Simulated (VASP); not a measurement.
**ZrS: single point with r2SCAN**

ZrS:

```
Zr S
1.0
     0.00000    2.65165    2.61246
     2.65165    0.00000    2.61246
     2.65165    2.65165    0.00000
Zr S
1 1
Direct
  0.00000 0.00000 0.00000
  0.50000 0.50000 0.50000
```

This cell differs from its parent crystal: strain +0.015 along x and y, +0.000 along z.

```
Program                : VASP 6.6.1
Task                   : single point
Functional             : r2SCAN
Potentials or basis    : VASP PAW PBE potentials, release 64 (Zr_sv, S)
Cutoff                 : 520 eV
k mesh                 : 20 × 20 × 20
Occupations            : gaussian, width 0.15 eV
Spin                   : no spin polarisation
Dipole correction      : no
Further INCAR settings : ALGO = Normal; EDIFF = 1e-06; NBANDS = 16
```

```
Pressure               : -3.9 GPa
Band gap on the k mesh : zero (bands 9 and 10 overlap by 2.86 eV)
```

Stress tensor (GPa, compression positive):
```
-5.13  0.00  0.00
 0.00 -5.13  0.00
 0.00  0.00 -1.36
```

Levels at points of the mesh, in eV from the Fermi level:
| k point | band 5 | band 6 | band 7 | band 8 | band 9 | band 10 | band 11 | band 12 | band 13 | band 14 |
| --- | --- | --- | --- | --- | --- | --- | --- | --- | --- | --- |
| (0.00, 0.00, 0.00) | -16.72 | -3.98 | -3.98 | -3.95 | -1.43 | -1.43 | -1.28 | -0.68 | -0.64 | 2.21 |
| (0.50, 0.00, 0.00) | -15.19 | -8.41 | -6.37 | -6.36 | 1.43 | 1.49 | 1.79 | 2.09 | 5.52 | 5.76 |
| (0.50, 0.50, 0.00) | -15.86 | -6.66 | -4.98 | -4.98 | -3.44 | 0.59 | 2.32 | 2.32 | 2.98 | 3.45 |
| (0.50, 0.00, 0.50) | -15.87 | -6.75 | -4.91 | -4.91 | -3.45 | 0.51 | 2.28 | 2.38 | 2.98 | 3.45 |

Run time: 10 min on 1 thread of Intel(R) Xeon(R) 6975P-C (Granite Rapids) (shared host), peak memory 0.46 GiB.

Caveat: the cell differs from its parent crystal (strain +0.015 along x and y, +0.000 along z); the cell stands under tension; the PAW data sets were made with another functional, which shifts forces and pressure a little.
